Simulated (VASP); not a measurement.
A run of VASP 6.6.1 is set up as follows.

File POSCAR:

```
CdAg
1.0
    3.2301000000      0.0000000000      0.0000000000
    0.0000000000      3.2301000000      0.0000000000
    0.0000000000      0.0000000000      3.3300000000
Cd Ag
1 1
Direct
    0.5000000000      0.5000000000      0.5000000000
    0.0000000000      0.0000000000      0.0000000000
```

File INCAR.step1:

```
SYSTEM = CdAg
PREC = Accurate
ENCUT = 520
ISMEAR = 0
SIGMA = 0.15
LREAL = .False.
LASPH = .True.
NELM = 100
NBANDS = 18
GGA = PE
ALGO = Normal
EDIFF = 1E-4
LWAVE = .True.
LCHARG = .False.
```

Contents of INCAR.step2:

```
SYSTEM = CdAg
PREC = Accurate
ENCUT = 520
EDIFF = 1E-6
ISMEAR = 0
SIGMA = 0.15
LREAL = .False.
LASPH = .True.
NELM = 100
ALGO = Normal
ISIF = 2
LWAVE = .False.
LCHARG = .False.
METAGGA = R2SCAN
LMIXTAU = .True.
NBANDS = 18
ISTART = 1
```

The input KPOINTS:

```
regular mesh
0
Gamma
  14 14 14
  0 0 0
```

Potentials or basis: VASP PAW PBE potentials, release 64 (Cd, Ag).

Command:

```bash
$ cat potpaw_PBE.64/Cd/POTCAR potpaw_PBE.64/Ag/POTCAR > POTCAR
$ cp INCAR.step1 INCAR
$ mpirun -np 1 vasp_std > vasp.out
$ cp INCAR.step2 INCAR
$ mpirun -np 1 vasp_std > vasp.out
```

(1) Predict the pressure.

## Answers

(1) 8.7 GPa.

Caveat: the cell differs from its parent crystal (strain -0.030 along x and y, +0.000 along z); the PAW data sets were made with another functional, which shifts forces and pressure a little.
